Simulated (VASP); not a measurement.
## Ti2B3: single point with PBE

The system is Ti2B3.

```xyz
5
Lattice="2.9655 0.0000 0.0000 0.0000 2.9655 0.0000 0.0000 0.0000 5.8667" Properties=species:S:1:pos:R:3 pbc="T T T"
Ti    0.0000    0.0000    4.1479
Ti    1.4827    1.4827    2.0540
B     1.4827    0.0000    5.9697
B     0.0000    1.4827    5.9697
B     0.0000    0.0000    1.0428
```

The cell was built from a structure type or drawn by symmetry, and may not be a known phase.

* Program: VASP 6.6.1
* Task: single point
* Functional: PBE
* Potentials or basis: VASP PAW PBE potentials, release 64 (Ti_sv, B)
* Cutoff: 520 eV
* k mesh: 6 × 6 × 4
* Occupations: gaussian, width 0.1 eV
* Spin: no spin polarisation
* Dipole correction: no
* Further INCAR settings: ALGO = Normal; EDIFF = 1e-06; NBANDS = 24

```json
{"Pressure": "0.1 GPa", "Largest force": "0.023 eV/Å", "Band gap on the k mesh": "zero (an odd number of electrons rules out a gap without spin polarisation)"}
```

Forces in eV/Å, atoms in the order of the input:
```
Ti   0.000  0.000  0.002
Ti   0.000  0.000  0.023
B    0.000  0.000 -0.011
B    0.000  0.000 -0.011
B    0.000  0.000 -0.004
```

Stress tensor (GPa, compression positive):
```
-0.05  0.00  0.00
 0.00 -0.05  0.00
 0.00  0.00  0.25
```

Levels at points of the mesh, in eV from the Fermi level:
```tsv
k point	band 13	band 14	band 15	band 16	band 17	band 18	band 19	band 20
(0.00, 0.00, 0.00)	-4.41	-1.94	-1.12	-0.66	1.48	1.97	1.97	2.34
(0.50, 0.00, 0.00)	-2.73	-2.16	-0.46	-0.09	0.05	0.81	0.89	1.51
(0.50, 0.50, 0.00)	-4.14	-2.38	-2.38	-0.55	0.06	0.06	1.86	2.63
(0.00, 0.00, 0.50)	-3.20	-1.86	-1.31	-0.83	0.96	1.12	1.12	2.54
(0.50, 0.00, 0.50)	-2.84	-1.21	-1.05	-0.51	0.03	0.37	1.88	2.45
(0.50, 0.50, 0.50)	-4.56	-2.55	-2.55	-1.29	0.55	0.55	3.03	3.46
```

Run time: 22 s on 1 thread of Intel(R) Xeon(R) 6975P-C (Granite Rapids), with other jobs on the host, peak memory 0.18 GiB.
